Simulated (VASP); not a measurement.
# GaN (P6_3mc) in VASP: a series of runs

Runs on GaN. Level: r2SCAN. Tasks: single point.

Program: VASP 6.6.1. These are calculated values, not measurements. Logs are shortened: lines on timing, memory, paths and dates and some standing lists are left out, and cuts for length are marked.

**What was measured.**

From “Studying electronic properties in GaN without electrical contacts using γ-γ vs e−-γ Perturbed Angular Correlations”, 2019, pmc:6823545, for a bulk crystal of GaN: band gap 3.503 ± 0.005 eV (direct).

The results are compared with them further down.

## Step 1: The cell of the first run

The structure is hexagonal, space group P6_3mc (No. 186). The conventional cell has a = 3.167 Å, b = 3.167 Å, c = 5.195 Å, α = 90.00°, β = 90.00°, γ = 120.00°. Ga (site symmetry 3m) has 4 N at 1.94 to 1.95 Å within 2.6 Å. Within 2.6 Å of N (site symmetry 3m) lie 4 Ga at 1.94 to 1.95 Å.

## Step 2: Single point, r2SCAN (in-plane strain -0.005, then relaxed in part)

Input file POSCAR:

```
GaN
1.0
    3.1671870454      0.0000000000      0.0000000000
   -1.5835935227      2.7428644398      0.0000000000
    0.0000000000      0.0000000000      5.1952101198
Ga N
2 2
Direct
    0.3333333333      0.6666666667     -0.0002840375
    0.6666666667      0.3333333333      0.4997159625
    0.3333333333      0.6666666667      0.3752840375
    0.6666666667      0.3333333333      0.8752840375
```

Input file INCAR.step1:

```
PREC = Accurate
ENCUT = 520
ISMEAR = 0
SIGMA = 0.01
LREAL = F
LASPH = T
NELM = 60
NBANDS = 26
GGA = PE
ALGO = Normal
EDIFF = 1E-4
LWAVE = T
LCHARG = F
```

Input file INCAR.step2:

```
PREC = Accurate
ENCUT = 520
EDIFF = 1E-6
ISMEAR = 0
SIGMA = 0.01
LREAL = F
LASPH = T
NELM = 60
ALGO = Normal
ISIF = 2
LWAVE = F
LCHARG = F
METAGGA = R2SCAN
LMIXTAU = T
NBANDS = 26
ISTART = 1
```

Input file KPOINTS:

```
regular mesh
0
Gamma
  8 8 4
```

Potentials or basis: VASP PAW PBE potentials, release 64 (Ga_d, N).

Launch:

```
> cat potpaw_PBE.64/Ga_d/POTCAR potpaw_PBE.64/N/POTCAR > POTCAR
> cp INCAR.step1 INCAR
> mpirun -np 1 vasp_std > vasp.out
> cp INCAR.step2 INCAR
> mpirun -np 1 vasp_std > vasp.out
```

OUTCAR:

```text
PREC = Accurate
   ENCUT = 520
   EDIFF = 1E-6
   ISMEAR = 0
   LREAL = F
   LASPH = T
   NELM = 60
   ISIF = 2
   METAGGA = R2SCAN
   ISTART = 1

 ion  position               nearest neighbor table
   1  0.333  0.667  1.000-   4 1.94   4 1.94   4 1.94   3 1.95
   2  0.667  0.333  0.500-   3 1.94   3 1.94   3 1.94   4 1.95
   3  0.333  0.667  0.375-   2 1.94   2 1.94   2 1.94   1 1.95
   4  0.667  0.333  0.875-   1 1.94   1 1.94   1 1.94   2 1.95

  LATTYP: Found a hexagonal cell.
 ALAT       =     3.1671870454
 C/A-ratio  =     1.6403231149

  Lattice vectors:

 A1 = (   3.1671870454,   0.0000000000,   0.0000000000)
 A2 = (  -1.5835935227,   2.7428644398,   0.0000000000)
 A3 = (   0.0000000000,   0.0000000000,   5.1952101198)

Analysis of symmetry for initial positions (statically):
=====================================================================
 Subroutine PRICEL returns:
 Original cell was already a primitive cell.

 Routine SETGRP: Setting up the symmetry group for a
 hexagonal supercell.

 Subroutine GETGRP returns: Found 12 space group operations
 (whereof  6 operations were pure point group operations)
 out of a pool of 24 trial point group operations.

The static configuration has the point symmetry C_3v.
 The point group associated with its full space group is C_6v.

Analysis of symmetry for dynamics (positions and initial velocities):
=====================================================================
 Subroutine PRICEL returns:
 Original cell was already a primitive cell.

 Routine SETGRP: Setting up the symmetry group for a
 hexagonal supercell.

 Subroutine GETGRP returns: Found 12 space group operations
 (whereof  6 operations were pure point group operations)
 out of a pool of 24 trial point group operations.

The dynamic configuration has the point symmetry C_3v.
 The point group associated with its full space group is C_6v.

 Subroutine INISYM returns: Found 12 space group operations
 (whereof  6 operations are pure point group operations),
 and found     1 'primitive' translations

----------------------------------------------------------------------------------------

                                     Primitive cell

  volume of cell :      45.1316

  direct lattice vectors                    reciprocal lattice vectors
     3.167187045  0.000000000  0.000000000     0.315737588  0.182291182  0.000000000
    -1.583593523  2.742864440  0.000000000     0.000000000  0.364582363  0.000000000
     0.000000000  0.000000000  5.195210120     0.000000000  0.000000000  0.192484996

  length of vectors
     3.167187045  3.167187045  5.195210120     0.364582363  0.364582363  0.192484996

  position of ions in fractional coordinates (direct lattice)
     0.333333333  0.666666667  0.999715962
     0.666666667  0.333333333  0.499715962
     0.333333333  0.666666667  0.375284038
     0.666666667  0.333333333  0.875284038

  ion indices of the primitive-cell ions
   primitive index   ion index
                 1           1
                 2           2
                 3           3
                 4           4

----------------------------------------------------------------------------------------

 KPOINTS: regular mesh

Automatic generation of k-mesh.
 Grid dimensions read from file:
 generate k-points for:    8    8    4

 Generating k-lattice:

  Cartesian coordinates                     Fractional coordinates (reciprocal lattice)
     0.039467199  0.022786398  0.000000000     0.125000000  0.000000000  0.000000000
     0.000000000  0.045572795  0.000000000     0.000000000  0.125000000  0.000000000
     0.000000000  0.000000000  0.048121249     0.000000000  0.000000000  0.250000000

  Length of vectors
     0.045572795  0.045572795  0.048121249

  Shift w.r.t. Gamma in fractional coordinates (k-lattice)
     0.000000000  0.000000000  0.000000000

 Subroutine IBZKPT returns following result:
 ===========================================

 Found     30 irreducible k-points:

 Following reciprocal coordinates:
            Coordinates               Weight
  0.000000  0.000000  0.000000      1.000000
  0.125000 -0.000000  0.000000      6.000000
  0.250000 -0.000000  0.000000      6.000000
  0.375000  0.000000  0.000000      6.000000
  0.500000 -0.000000  0.000000      3.000000
  0.125000  0.125000  0.000000      6.000000
[... 16 lines left out ...]
  0.250000 -0.000000  0.500000      6.000000
  0.375000  0.000000  0.500000      6.000000
 [... further k-points ...]
   k-points           NKPTS =     30   k-points in BZ     NKDIM =     30   number of bands    NBANDS=     26
   number of dos      NEDOS =    301   number of ions     NIONS =      4
   total plane-waves  NPLWV =  23040
   dimension x,y,z NGX =    24 NGY =   24 NGZ =   40
   dimension x,y,z NGXF=    48 NGYF=   48 NGZF=   80
   ions per type =               2   2
   NGX,Y,Z   is equivalent  to a cutoff of  12.60, 12.60, 12.80 a.u.
   NGXF,Y,Z  is equivalent  to a cutoff of  25.20, 25.20, 25.60 a.u.
 SYSTEM =  unknown system
   PREC   = accura    normal or accurate (medium, high low for compatibility)
   ISTART =      1    job   : 0-new  1-cont  2-samecut
   ICHARG =      0    charge: 1-file 2-atom 10-const
   ISPIN  =      1    spin polarized calculation?
   LNONCOLLINEAR =      F non collinear calculations
   LSORBIT =      F    spin-orbit coupling
   LASPH  =      T    aspherical Exc in radial PAW
   ENCUT  =  520.0 eV  38.22 Ry    6.18 a.u.   5.89  5.89  9.66*2*pi/ulx,y,z
   NELM   =     60;   NELMIN=  2; NELMDL=  0     # of ELM steps
   EDIFF  = 0.1E-05   stopping-criterion for ELM
   LREAL  =      F    real-space projection
   EDIFFG = 0.1E-04   stopping-criterion for IOM
   NSW    =      0    number of steps for IOM
   IBRION =     -1    ionic relax: 0-MD 1-quasi-New 2-CG
   NFREE  =      0    steps in history (QN), initial steepest desc. (CG)
   ISIF   =      2    stress and relaxation
   ISYM   =      2    0-nonsym 1-usesym 2-fastsym
   POTIM  = 0.5000    time-step for ionic-motion
   TEBEG  =    0.0;   TEEND  =   0.0 temperature during run
   PSTRESS=    0.0 pullay stress
   NELECT =      36.0000    total number of electrons
   NUPDOWN=      -1.0000    fix difference up-down
   EMIN   =  10.00;   EMAX   =-10.00  energy-range for DOS
   EFERMI =   0.00;   METHOD = LEGACY
   ISMEAR =     0;   SIGMA  =   0.01  broadening in eV -4-tet -1-fermi 0-gaus
   EFERMI_NEDOS =   21; number of points for ismear=-14 and -15
   IALGO  =     38    algorithm
   IMIX   =      4    mixing-type and parameters
     AMIX     =   0.40;   BMIX     =  1.00
     AMIX_MAG =   1.60;   BMIX_MAG =  1.00
  volume/ion in A,a.u.               =      11.28        76.14
  Fermi-wavevector in a.u.,A,eV,Ry     =   1.518269  2.869112 31.363327  2.305140
  Thomas-Fermi vector in A             =   2.627412
   LORBIT       =      0    0 simple, 1 ext, 2 COOP (PROOUT), +10 PAW based schemes
   METAGGA = R2SCAN    functional components
   LHFCALC =     F    Hartree Fock is set to
   AEXX    =    0.0000 exact exchange contribution
   IVDW    =     0    specifies the selected vdW correction
   LEPSILON=     F    determine dielectric tensor
   LRPA    =     F    only Hartree local field effects (RPA)
 non-spin polarized calculation
 Gauss-broadening in eV      SIGMA  =   0.01
  energy-cutoff  :      520.00
  volume of cell :       45.13
 maximum number of plane-waves:      1236
 NGX is ok and might be reduce to    24
   NGX = 11   NGY = 11   NGZ = 19

 number of electron      36.0000004 magnetization

 Free energy of the ion-electron system (eV)
  ---------------------------------------------------
  ext. energy  EPLUGINS =         0.00000000
  ---------------------------------------------------
  free energy    TOTEN  =       -43.81441969 eV

  energy without entropy =      -43.81441969  energy(sigma->0) =      -43.81441969

 E-fermi :   5.2600     XC(G=0): -12.7104

 val. band max:        5.2021256429   @ k =   0.0000   0.0000   0.0000
 cond. band min:       7.5709841928   @ k =   0.0000   0.0000   0.0000
 fundamental gap:      2.3688585498
 Fermi energy:         5.2599640474

 k-point     1 :       0.0000    0.0000    0.0000
  band No.  band energies     occupation
      1     -11.6932      2.00000
      2     -10.6680      2.00000
      3      -8.6505      2.00000
      4      -8.6326      2.00000
      5      -8.6326      2.00000
      6      -8.5634      2.00000
[... 18 lines left out ...]
     25      17.7807      0.00000
     26      17.7808      0.00000

 k-point     2 :       0.1250   -0.0000    0.0000
  band No.  band energies     occupation
      1     -11.5378      2.00000
      2     -10.6223      2.00000
      3      -8.6320      2.00000
      4      -8.6093      2.00000
      5      -8.5830      2.00000
      6      -8.5418      2.00000
[... 18 lines left out ...]
     25      17.2578      0.00000
     26      18.1204      0.00000

 k-point     3 :       0.2500   -0.0000    0.0000
  band No.  band energies     occupation
      1     -11.1622      2.00000
      2     -10.5307      2.00000
      3      -8.5887      2.00000
      4      -8.5663      2.00000
      5      -8.4938      2.00000
      6      -8.4535      2.00000
[... 18 lines left out ...]
     25      17.4481      0.00000
     26      18.7639      0.00000

 k-point     4 :       0.3750    0.0000    0.0000
  band No.  band energies     occupation
      1     -10.8088      2.00000
      2     -10.4684      2.00000
      3      -8.5696      2.00000
      4      -8.5462      2.00000
      5      -8.4446      2.00000
      6      -8.3817      2.00000
[... 18 lines left out ...]
     25      17.9640      0.00000
     26      19.3271      0.00000
[... 496 lines left out ...]
      1     -11.0011      2.00000
      2     -11.0011      2.00000
      3      -8.5890      2.00000
      4      -8.5890      2.00000
      5      -8.5778      2.00000
      6      -8.5778      2.00000
[... 18 lines left out ...]
     25      16.8347      0.00000
     26      16.8347      0.00000

 k-point    23 :       0.2500   -0.0000    0.5000
  band No.  band energies     occupation
      1     -10.7692      2.00000
      2     -10.7692      2.00000
      3      -8.5554      2.00000
      4      -8.5554      2.00000
      5      -8.5118      2.00000
      6      -8.5118      2.00000
[... 18 lines left out ...]
     25      17.6729      0.00000
     26      17.6729      0.00000

 k-point    24 :       0.3750    0.0000    0.5000
  band No.  band energies     occupation
      1     -10.5800      2.00000
      2     -10.5800      2.00000
      3      -8.5574      2.00000
      4      -8.5574      2.00000
      5      -8.4585      2.00000
      6      -8.4585      2.00000
[... 18 lines left out ...]
     25      18.1783      0.00000
     26      18.1783      0.00000

 [... further k-points ...]
[... 5 lines left out ...]
  --------------------------------------------------------------------------------------
  -------------------------------------------------------------------------------------
  Total        0.9755237      0.9755237      0.3021789      0.0000000     -0.0000000      0.0000000
  in kB       34.6311758     34.6311758     10.7273783      0.0000000     -0.0000000      0.0000000
  external PRESSURE =      26.6632433 kB  Pullay stress =       0.0000000 kB

 VOLUME and BASIS-vectors are now :
 -----------------------------------------------------------------------------
  energy-cutoff  :      520.00
  volume of cell :       45.13
      direct lattice vectors                 reciprocal lattice vectors
     3.167187045  0.000000000  0.000000000     0.315737588  0.182291182  0.000000000
    -1.583593523  2.742864440  0.000000000     0.000000000  0.364582363  0.000000000
     0.000000000  0.000000000  5.195210120     0.000000000  0.000000000  0.192484996

 POSITION                                       TOTAL-FORCE (eV/Angst)
 -----------------------------------------------------------------------------------
     -0.00000      1.82858      5.19373        -0.000000     -0.000000      0.011068
      1.58359      0.91429      2.59613         0.000000      0.000000      0.011068
     -0.00000      1.82858      1.94968         0.000000     -0.000000     -0.011068
      1.58359      0.91429      4.54728         0.000000     -0.000000     -0.011068
 -----------------------------------------------------------------------------------
    total drift:                                0.000002      0.000004      0.049420

  FREE ENERGIE OF THE ION-ELECTRON SYSTEM (eV)
  ---------------------------------------------------
  free  energy   TOTEN  =       -43.8144196942 eV

  energy  without entropy=      -43.8144196942  energy(sigma->0) =      -43.81441969
```

It took 2.8 min on 1 thread of Intel Xeon Platinum 8175M at 2.50GHz (Skylake/Cascade Lake), shared host; peak memory 0.18 GiB.

What came out:

* Free energy: -43.8144 eV
* Pressure: 2.7 GPa
* Largest force: 0.011 eV/Å
* Band gap on the k mesh: 2.37 eV, direct

Forces on the atoms (eV/Å):
```
Ga   0.000  0.000  0.011
Ga   0.000  0.000  0.011
N    0.000  0.000 -0.011
N    0.000  0.000 -0.011
```

Caveat: the cell differs from its parent crystal (in-plane strain -0.005, then relaxed in part); the PAW data sets were made with another functional, which shifts forces and pressure a little.

## Step 3: Single point, r2SCAN (in-plane strain -0.005)

Input file POSCAR:

```
GaN
1.0
    3.1671870454      0.0000000000      0.0000000000
   -1.5835935227      2.7428644398      0.0000000000
    0.0000000000      0.0000000000      5.1991294037
Ga N
2 2
Direct
    0.3333333333      0.6666666667     -0.0008903618
    0.6666666667      0.3333333333      0.4991096382
    0.3333333333      0.6666666667      0.3758903618
    0.6666666667      0.3333333333      0.8758903618
```

Input file INCAR.step1:

```
PREC = Accurate
ENCUT = 520
ISMEAR = 0
SIGMA = 0.01
LREAL = False
LASPH = True
NELM = 60
NBANDS = 26
GGA = PE
ALGO = Normal
EDIFF = 1E-4
LWAVE = True
LCHARG = False
```

Input file INCAR.step2:

```
PREC = Accurate
ENCUT = 520
EDIFF = 1E-6
ISMEAR = 0
SIGMA = 0.01
LREAL = False
LASPH = True
NELM = 60
ALGO = Normal
ISIF = 2
LWAVE = False
LCHARG = False
METAGGA = R2SCAN
LMIXTAU = True
NBANDS = 26
ISTART = 1
```

Input file KPOINTS:

```
Automatic mesh
0
Gamma
  8 8 4
```

Potentials or basis: VASP PAW PBE potentials, release 64 (Ga_d, N).

Launch:

```
> cat potpaw_PBE.64/Ga_d/POTCAR potpaw_PBE.64/N/POTCAR > POTCAR
> cp INCAR.step1 INCAR
> mpirun -np 1 vasp_std > vasp.out
> cp INCAR.step2 INCAR
> mpirun -np 1 vasp_std > vasp.out
```

OUTCAR:

```text
PREC = Accurate
   ENCUT = 520
   EDIFF = 1E-6
   ISMEAR = 0
   LREAL = False
   LASPH = True
   NELM = 60
   ISIF = 2
   METAGGA = R2SCAN
   ISTART = 1

 ion  position               nearest neighbor table
   1  0.333  0.667  0.999-   4 1.94   4 1.94   4 1.94   3 1.96
   2  0.667  0.333  0.499-   3 1.94   3 1.94   3 1.94   4 1.96
   3  0.333  0.667  0.376-   2 1.94   2 1.94   2 1.94   1 1.96
   4  0.667  0.333  0.876-   1 1.94   1 1.94   1 1.94   2 1.96

  LATTYP: Found a hexagonal cell.
 ALAT       =     3.1671870454
 C/A-ratio  =     1.6415605802

  Lattice vectors:

 A1 = (   3.1671870454,   0.0000000000,   0.0000000000)
 A2 = (  -1.5835935227,   2.7428644398,   0.0000000000)
 A3 = (   0.0000000000,   0.0000000000,   5.1991294037)

Analysis of symmetry for initial positions (statically):
=====================================================================
 Subroutine PRICEL returns:
 Original cell was already a primitive cell.

[... 167 lines left out ...]

 Free energy of the ion-electron system (eV)
  ---------------------------------------------------
  ext. energy  EPLUGINS =         0.00000000
  ---------------------------------------------------
  free energy    TOTEN  =       -43.81390440 eV

  energy without entropy =      -43.81390440  energy(sigma->0) =      -43.81390440

 E-fermi :   5.2508     XC(G=0): -12.7058

 val. band max:        5.1882153244   @ k =   0.0000   0.0000   0.0000
 cond. band min:       7.5577530404   @ k =   0.0000   0.0000   0.0000
 fundamental gap:      2.3695377160
 Fermi energy:         5.2507717404

 k-point     1 :       0.0000    0.0000    0.0000
  band No.  band energies     occupation
      1     -11.6958      2.00000
      2     -10.6772      2.00000
      3      -8.6550      2.00000
      4      -8.6418      2.00000
      5      -8.6418      2.00000
      6      -8.5737      2.00000
[... 685 lines left out ...]
     25      18.1876      0.00000
     26      18.1876      0.00000

 [... further k-points ...]
[... 5 lines left out ...]
  --------------------------------------------------------------------------------------
  -------------------------------------------------------------------------------------
  Total        1.0360692      1.0360692      0.0755695      0.0000000      0.0000000      0.0000000
  in kB       36.7528212     36.7528212      2.6807024      0.0000000      0.0000000      0.0000000
  external PRESSURE =      25.3954482 kB  Pullay stress =       0.0000000 kB

 VOLUME and BASIS-vectors are now :
 -----------------------------------------------------------------------------
  energy-cutoff  :      520.00
  volume of cell :       45.17
      direct lattice vectors                 reciprocal lattice vectors
     3.167187045  0.000000000  0.000000000     0.315737588  0.182291182  0.000000000
    -1.583593523  2.742864440  0.000000000     0.000000000  0.364582363  0.000000000
     0.000000000  0.000000000  5.199129404     0.000000000  0.000000000  0.192339894

 POSITION                                       TOTAL-FORCE (eV/Angst)
 -----------------------------------------------------------------------------------
     -0.00000      1.82858      5.19450         0.000000      0.000000      0.093833
      1.58359      0.91429      2.59494        -0.000000      0.000000      0.093833
     -0.00000      1.82858      1.95430        -0.000000      0.000000     -0.093833
      1.58359      0.91429      4.55387        -0.000000      0.000000     -0.093833
 -----------------------------------------------------------------------------------
    total drift:                                0.000002      0.000004      0.038025

  FREE ENERGIE OF THE ION-ELECTRON SYSTEM (eV)
  ---------------------------------------------------
  free  energy   TOTEN  =       -43.8139044042 eV

  energy  without entropy=      -43.8139044042  energy(sigma->0) =      -43.81390440
```

It took 2.3 min on 1 thread of Intel Xeon Platinum 8175M at 2.50GHz (Skylake/Cascade Lake), shared host; peak memory 0.18 GiB.

Results:

```
Free energy            : -43.8139 eV
Pressure               : 2.5 GPa
Largest force          : 0.094 eV/Å
Band gap on the k mesh : 2.37 eV, direct
```

Forces on the atoms (eV/Å):
```
Ga   0.000  0.000  0.094
Ga   0.000  0.000  0.094
N    0.000  0.000 -0.094
N    0.000  0.000 -0.094
```

Stress tensor (GPa, compression positive):
```
3.68 0.00 0.00
0.00 3.68 0.00
0.00 0.00 0.27
```

Caveat: the cell differs from its parent crystal (in-plane strain -0.005); the PAW data sets were made with another functional, which shifts forces and pressure a little.

(Part 1 of 2 ends here.)
